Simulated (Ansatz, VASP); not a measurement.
TiSi in VASP and in Ansatz

```
CELL_PARAMETERS angstrom
6.45177 0.00000 0.00000
0.00000 3.62244 0.00000
0.00000 0.00000 4.96385
ATOMIC_POSITIONS crystal
Ti 0.67610 0.25000 0.37058
Ti 0.32390 0.75000 0.62942
Ti 0.82390 0.75000 0.87058
Ti 0.17610 0.25000 0.12942
Si 0.54413 0.25000 0.85363
Si 0.45587 0.75000 0.14637
Si 0.95587 0.75000 0.35363
Si 0.04413 0.25000 0.64637
```

Alike in both runs: functional PBEsol; k mesh 6 × 10 × 8; occupations gaussian, width 0.1 eV; no spin polarisation.

Ansatz relaxed the structure, and its values are those at the end. VASP's run is a single point on that final structure, the one shown.

|  | VASP | Ansatz |
| --- | --- | --- |
| version | VASP 6.6.1 | Ansatz 0.2.0 |
| potentials or method | VASP PAW PBE potentials, release 64 (Ti_sv, Si), cutoff 520 eV | scalar-relativistic, plane waves, PAW |
| valence electrons in the cell | 64 | 64 |

|  | VASP | Ansatz | Ansatz less VASP |
| --- | --- | --- | --- |
| gap on the k mesh at the Fermi level (eV) | none | none | - |
| pressure (GPa) | 0.1 | 0.0 | -0.14 |

VASP's potentials were made for PBE, not for PBEsol. A gap of «none» marks a metal or a gap that the smearing closes.
